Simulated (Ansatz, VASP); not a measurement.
This is a calculation of C for Ansatz 0.2.0.

input.yaml

```yaml
crystal:
  lattice:
    - [2.4885499956, 0.0, 0.0]
    - [-1.2442749978, 2.1551475148, 0.0]
    - [0.0, 0.0, 24.4515486963]
  atoms:
    - { symbol: C, position: [0.6666666667, 0.3333333333, 0.57047544] }
    - { symbol: C, position: [0.3333333333, 0.6666666667, 0.42952456] }
    - { symbol: C, position: [0.0, 0.0, 0.42953123] }
    - { symbol: C, position: [0.0, 0.0, 0.57046877] }
kpoints:
  mp_grid: { grid: [12, 12, 2] }
scf:
  occupations: { method: fermi_dirac, width: 0.05 }
hamiltonian:
  xc: pbe
  pseudopotentials: { kind: all_electron, lapw: { basis_error: 0.001 } }
output:
  forces: true
  stress: true
  eigenvalues: true
```

Potentials or basis: all-electron LAPW, scalar-relativistic.

The run is started by

```console
$ ansatz run input.yaml --threads 2 --pin off --max-ram 6144MiB --backend cpu --events-out ev --progress --plain --runs-dir out
```

Problem. Set up the same calculation for VASP 6.6.1. Potentials there: VASP PAW PBE potentials, release 64 (C).

Solution. As run (the cutoff follows the program's own potentials):

INCAR

```
PREC = Accurate
ENCUT = 520
EDIFF = 1E-7
ISMEAR = -1
SIGMA = 0.05
LREAL = False
LASPH = True
NELM = 60
ALGO = Normal
ISIF = 2
LWAVE = False
LCHARG = True
GGA = PE
LELF = True
LVHAR = True
NBANDS = 16
```

KPOINTS

```
Automatic mesh
0
Gamma
  12 12 2
```

File POSCAR:

```
C
1.0
    2.4885499956      0.0000000000      0.0000000000
   -1.2442749978      2.1551475148      0.0000000000
    0.0000000000      0.0000000000     24.4515486963
C
4
Direct
    0.6666666667      0.3333333333      0.5704754400
    0.3333333333      0.6666666667      0.4295245600
    0.0000000000      0.0000000000      0.4295312300
    0.0000000000      0.0000000000      0.5704687700
```

Potentials or basis: VASP PAW PBE potentials, release 64 (C).

The run is started by

```sh
$ cat potpaw_PBE.64/C/POTCAR > POTCAR
$ mpirun -np 1 vasp_std > vasp.out
```

Both were run:

|  | VASP | Ansatz | Ansatz less VASP |
| --- | --- | --- | --- |
| gap on the k mesh at the Fermi level (eV) | none | none | - |
| rms of the force components (eV/Å) | 0.023 | 0.023 | 0.0000 |

Atom by atom the forces differ by 0.000 eV/Å (rms over components). A gap of «none» marks a metal or a gap that the smearing closes. Ansatz ran all-electron here, and VASP with PAW potentials.
